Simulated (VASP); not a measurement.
# AlRu (NiAs type) (P6_3/mmc) in VASP: notebook

AlRu (NiAs type) is run at these levels: PBE; tasks: single point.

Program: VASP 6.6.1. These are calculated values, not measurements. Logs are shortened: lines on timing, memory, paths and dates and some standing lists are left out, and cuts for length are marked.

**1. The cell of the first run**

It takes space group P6_3/mmc (No. 194, hexagonal). The conventional cell has a = 2.688 Å, b = 2.688 Å, c = 7.377 Å, α = 90.00°, β = 90.00°, γ = 120.00°. Ru (site symmetry -3m) has 6 Al at 2.41 Å and 6 Ru at 2.69 Å within 3.2 Å. Within 3.2 Å of Al (site symmetry -6m2) lie 6 Ru at 2.41 Å and 6 Al at 2.69 Å.

**2. Single point, PBE**

The input, INCAR:

```
SYSTEM = AlRu
ALGO = Normal
EDIFF = 1E-6
ENCUT = 520
GGA = PE
ISIF = 2
ISMEAR = -1
LASPH = .True.
LCHARG = .True.
LELF = .True.
LREAL = .False.
LVHAR = .True.
LWAVE = .False.
NBANDS = 25
NELM = 60
PREC = Accurate
SIGMA = 0.05
```

The input, KPOINTS:

```
k-points
0
Gamma
  11 11 6
  0 0 0
```

The input, POSCAR:

```
AlRu
1.0
    2.6879200923      0.0000000000      0.0000000000
   -1.3439600461      2.3278070832      0.0000000000
    0.0000000000      0.0000000000      7.3768827851
Ru Al
2 2
Direct
    0.0000000000      0.0000000000      0.0000000000
    0.0000000000      0.0000000000      0.5000000000
    0.3333333333      0.6666666667      0.2500000000
    0.6666666667      0.3333333333      0.7500000000
```

Potentials or basis: VASP PAW PBE potentials, release 64 (Ru_pv, Al).

The run is started by

```bash
$ cat potpaw_PBE.64/Ru_pv/POTCAR potpaw_PBE.64/Al/POTCAR > POTCAR
$ mpirun -np 1 vasp_std > vasp.out
```

OUTCAR:

```text
SYSTEM = AlRu
   EDIFF = 1E-6
   ENCUT = 520
   GGA = PE
   ISIF = 2
   ISMEAR = -1
   LASPH = .True.
   LREAL = .False.
   NELM = 60
   PREC = Accurate

 ion  position               nearest neighbor table
   1  0.000  0.000  0.000-   3 2.41   4 2.41   3 2.41   4 2.41   4 2.41   3 2.41
   2  0.000  0.000  0.500-   3 2.41   4 2.41   3 2.41   4 2.41   4 2.41   3 2.41
   3  0.333  0.667  0.250-   1 2.41   2 2.41   1 2.41   2 2.41   1 2.41   2 2.41
   4  0.667  0.333  0.750-   1 2.41   2 2.41   1 2.41   2 2.41   1 2.41   2 2.41

  LATTYP: Found a hexagonal cell.
 ALAT       =     2.6879200923
 C/A-ratio  =     2.7444576222

  Lattice vectors:

 A1 = (   2.6879200923,   0.0000000000,   0.0000000000)
 A2 = (  -1.3439600461,   2.3278070832,   0.0000000000)
 A3 = (   0.0000000000,   0.0000000000,   7.3768827851)

Analysis of symmetry for initial positions (statically):
=====================================================================
 Subroutine PRICEL returns:
 Original cell was already a primitive cell.

 Routine SETGRP: Setting up the symmetry group for a
 hexagonal supercell.

 Subroutine GETGRP returns: Found 24 space group operations
 (whereof 12 operations were pure point group operations)
 out of a pool of 24 trial point group operations.

The static configuration has the point symmetry D_3d.
 The point group associated with its full space group is D_6h.

Analysis of symmetry for dynamics (positions and initial velocities):
=====================================================================
 Subroutine PRICEL returns:
 Original cell was already a primitive cell.

 Routine SETGRP: Setting up the symmetry group for a
 hexagonal supercell.

 Subroutine GETGRP returns: Found 24 space group operations
 (whereof 12 operations were pure point group operations)
 out of a pool of 24 trial point group operations.

The dynamic configuration has the point symmetry D_3d.
 The point group associated with its full space group is D_6h.

 Subroutine INISYM returns: Found 24 space group operations
 (whereof 12 operations are pure point group operations),
 and found     1 'primitive' translations

----------------------------------------------------------------------------------------

                                     Primitive cell

  volume of cell :      46.1569

  direct lattice vectors                    reciprocal lattice vectors
[... 83 lines left out ...]
   ISTART =      0    job   : 0-new  1-cont  2-samecut
   ICHARG =      2    charge: 1-file 2-atom 10-const
   ISPIN  =      1    spin polarized calculation?
   LNONCOLLINEAR =      F non collinear calculations
   LSORBIT =      F    spin-orbit coupling
   LASPH  =      T    aspherical Exc in radial PAW
   ENCUT  =  520.0 eV  38.22 Ry    6.18 a.u.   5.00  5.00 13.72*2*pi/ulx,y,z
   NELM   =     60;   NELMIN=  2; NELMDL= -5     # of ELM steps
   EDIFF  = 0.1E-05   stopping-criterion for ELM
   LREAL  =      F    real-space projection
   EDIFFG = 0.1E-04   stopping-criterion for IOM
   NSW    =      0    number of steps for IOM
   IBRION =     -1    ionic relax: 0-MD 1-quasi-New 2-CG
   NFREE  =      0    steps in history (QN), initial steepest desc. (CG)
   ISIF   =      2    stress and relaxation
   ISYM   =      2    0-nonsym 1-usesym 2-fastsym
   POTIM  = 0.5000    time-step for ionic-motion
   TEBEG  =    0.0;   TEEND  =   0.0 temperature during run
   PSTRESS=    0.0 pullay stress
   NELECT =      34.0000    total number of electrons
   NUPDOWN=      -1.0000    fix difference up-down
   EMIN   =  10.00;   EMAX   =-10.00  energy-range for DOS
   EFERMI =   0.00;   METHOD = LEGACY
   ISMEAR =    -1;   SIGMA  =   0.05  broadening in eV -4-tet -1-fermi 0-gaus
   EFERMI_NEDOS =   21; number of points for ismear=-14 and -15
   IALGO  =     38    algorithm
   IMIX   =      4    mixing-type and parameters
     AMIX     =   0.40;   BMIX     =  1.00
     AMIX_MAG =   1.60;   BMIX_MAG =  1.00
  volume/ion in A,a.u.               =      11.54        77.87
  Fermi-wavevector in a.u.,A,eV,Ry     =   1.478504  2.793967 29.741968  2.185973
  Thomas-Fermi vector in A             =   2.592777
   LORBIT       =      0    0 simple, 1 ext, 2 COOP (PROOUT), +10 PAW based schemes
   GGA     = PE    functional components
   LHFCALC =     F    Hartree Fock is set to
   AEXX    =    0.0000 exact exchange contribution
   IVDW    =     0    specifies the selected vdW correction
   LEPSILON=     F    determine dielectric tensor
   LRPA    =     F    only Hartree local field effects (RPA)
 non-spin polarized calculation
  energy-cutoff  :      520.00
  volume of cell :       46.16
 maximum number of plane-waves:      1263
 NGX is ok and might be reduce to    20
   NGX =  9   NGY =  9   NGZ = 27

 number of electron      33.9999995 magnetization

 Free energy of the ion-electron system (eV)
  ---------------------------------------------------
  ext. energy  EPLUGINS =         0.00000000
  ---------------------------------------------------
  free energy    TOTEN  =       -26.21428002 eV

  energy without entropy =      -26.19746260  energy(sigma->0) =      -26.20587131

 E-fermi :  13.3054     XC(G=0): -13.3319

 val. band max:       13.2978986708   @ k =   0.2727  -0.0000   0.0000
 cond. band min:      13.3221442377   @ k =   0.0000   0.0000   0.0000
 fundamental gap:      0.0242455669
 Fermi energy:        13.3054240378

 k-point     1 :       0.0000    0.0000    0.0000
  band No.  band energies     occupation
      1     -29.0464      2.00000
      2     -29.0109      2.00000
      3     -28.6640      2.00000
      4     -28.6640      2.00000
      5     -28.6631      2.00000
      6     -28.6631      2.00000
[... 661 lines left out ...]
     24      23.4033      0.00000
     25      24.3161      0.00000

 [... further k-points ...]
[... 5 lines left out ...]
  --------------------------------------------------------------------------------------
  -------------------------------------------------------------------------------------
  Total       17.3291290     17.3291290     17.3210927      0.0000000      0.0000000      0.0000000
  in kB      601.5214176    601.5214176    601.2424659      0.0000000      0.0000000      0.0000000
  external PRESSURE =     601.4284337 kB  Pullay stress =       0.0000000 kB

 VOLUME and BASIS-vectors are now :
 -----------------------------------------------------------------------------
  energy-cutoff  :      520.00
  volume of cell :       46.16
      direct lattice vectors                 reciprocal lattice vectors
     2.687920092  0.000000000  0.000000000     0.372034869  0.214794432  0.000000000
    -1.343960046  2.327807083  0.000000000     0.000000000  0.429588864  0.000000000
     0.000000000  0.000000000  7.376882785     0.000000000  0.000000000  0.135558613

 POSITION                                       TOTAL-FORCE (eV/Angst)
 -----------------------------------------------------------------------------------
      0.00000      0.00000      0.00000        -0.000000      0.000000     -0.000000
      0.00000      0.00000      3.68844        -0.000000      0.000000     -0.000000
     -0.00000      1.55187      1.84422         0.000000     -0.000000      0.000000
      1.34396      0.77594      5.53266        -0.000000      0.000000     -0.000000
 -----------------------------------------------------------------------------------
    total drift:                               -0.000000      0.000000      0.000000

  FREE ENERGIE OF THE ION-ELECTRON SYSTEM (eV)
  ---------------------------------------------------
  free  energy   TOTEN  =       -26.2142800200 eV

  energy  without entropy=      -26.1974626001  energy(sigma->0) =      -26.20587131
```

OSZICAR:

```text
N       E                     dE             d eps       ncg     rms          rms(c)
DAV:   1     0.315751324918E+03    0.31575E+03   -0.18845E+04  3208   0.137E+03
DAV:   2    -0.195583246748E+02   -0.33531E+03   -0.32330E+03  3407   0.409E+02
DAV:   3    -0.276449412195E+02   -0.80866E+01   -0.79581E+01  3895   0.672E+01
DAV:   4    -0.277298755054E+02   -0.84934E-01   -0.84863E-01  3771   0.667E+00
DAV:   5    -0.277321131852E+02   -0.22377E-02   -0.22375E-02  4059   0.102E+00    0.251E+01
DAV:   6    -0.264514346105E+02    0.12807E+01   -0.56841E+00  3550   0.208E+01    0.542E+00
DAV:   7    -0.262713454815E+02    0.18009E+00   -0.63925E-01  3528   0.689E+00    0.514E+00
DAV:   8    -0.262149820428E+02    0.56363E-01   -0.10504E-01  3888   0.290E+00    0.526E-01
DAV:   9    -0.262144164880E+02    0.56555E-03   -0.29144E-03  4121   0.375E-01    0.338E-01
DAV:  10    -0.262143117014E+02    0.10479E-03   -0.42920E-04  3811   0.177E-01    0.730E-02
DAV:  11    -0.262142810147E+02    0.30687E-04   -0.90977E-05  3813   0.842E-02    0.389E-02
DAV:  12    -0.262142800200E+02    0.99476E-06   -0.30425E-06  3929   0.976E-03
   1 F= -.26214280E+02 E0= -.26205871E+02  d E =-.168174E-01
```

stdout:

```text
POSCAR found type information on POSCAR RuAl
 POSCAR found :  2 types and       4 ions
 scaLAPACK will be used
 LDA part: xc-table for (Slater+PW92), standard interpolation
 POSCAR, INCAR and KPOINTS ok, starting setup
 FFT: planning ... GRIDC
 FFT: planning ... GRID_SOFT
 FFT: planning ... GRID
 WAVECAR not read
 entering main loop
```

It took 84 s on 1 thread of Intel Xeon 8259CL, shared host; peak memory 0.2 GiB.

Results:

| Item | Value |
| --- | --- |
| Free energy | -26.2143 eV |
| Pressure | 60.1 GPa |
| Band gap on the k mesh | zero (bands 17 and 18 overlap by 3.10 eV) |

Levels at points of the mesh, in eV from the Fermi level:
| k point | band 15 | band 16 | band 17 | band 18 | band 19 | band 20 |
| --- | --- | --- | --- | --- | --- | --- |
| (0.00, 0.00, 0.00) | -2.17 | -0.24 | -0.24 | 0.02 | 0.14 | 0.14 |
| (0.00, 0.00, 0.50) | -1.55 | -1.55 | -0.06 | -0.06 | -0.06 | -0.06 |

Caveat: the cell stands under pressure.

**3. Single point, PBE**

The input, INCAR:

```
PREC     = Accurate       # precision mode
ENCUT    = 520            # plane-wave cutoff, eV
EDIFF    = 1E-6           # SCF threshold, eV
ISMEAR   = -1             # smearing method
SIGMA    = 0.05           # smearing width, eV
LREAL    = F              # projectors in reciprocal space
LASPH    = T              # aspherical terms in the spheres
NELM     = 80             # most SCF steps
ALGO     = Normal         # electronic algorithm
ISIF     = 2              # what is computed and relaxed
LWAVE    = F              # write WAVECAR
LCHARG   = F              # write CHGCAR
GGA      = PE             # functional
NBANDS   = 25             # bands
```

The input, KPOINTS:

```
Automatic mesh
0
Gamma
  11 11 6
```

POSCAR is that of step 2.

Potentials or basis: VASP PAW PBE potentials, release 64 (Ru_pv, Al).

The run is started by

```bash
$ cat potpaw_PBE.64/Ru_pv/POTCAR potpaw_PBE.64/Al/POTCAR > POTCAR
$ mpirun -np 1 vasp_std > vasp.out
```

Run time: 65 s. Hardware: 1 thread of Intel Xeon 8259CL, shared host; peak memory 0.2 GiB.

It converged, with:

| Item | Value |
| --- | --- |
| Free energy | -26.2143 eV |
| Pressure | 60.1 GPa |
| Band gap on the k mesh | zero (bands 17 and 18 overlap by 3.10 eV) |

Levels at points of the mesh, in eV from the Fermi level:
```tsv
k point	band 15	band 16	band 17	band 18	band 19	band 20
(0.00, 0.00, 0.00)	-2.17	-0.24	-0.24	0.02	0.14	0.14
(0.00, 0.00, 0.50)	-1.55	-1.55	-0.06	-0.06	-0.06	-0.06
```

Caveat: the cell stands under pressure.
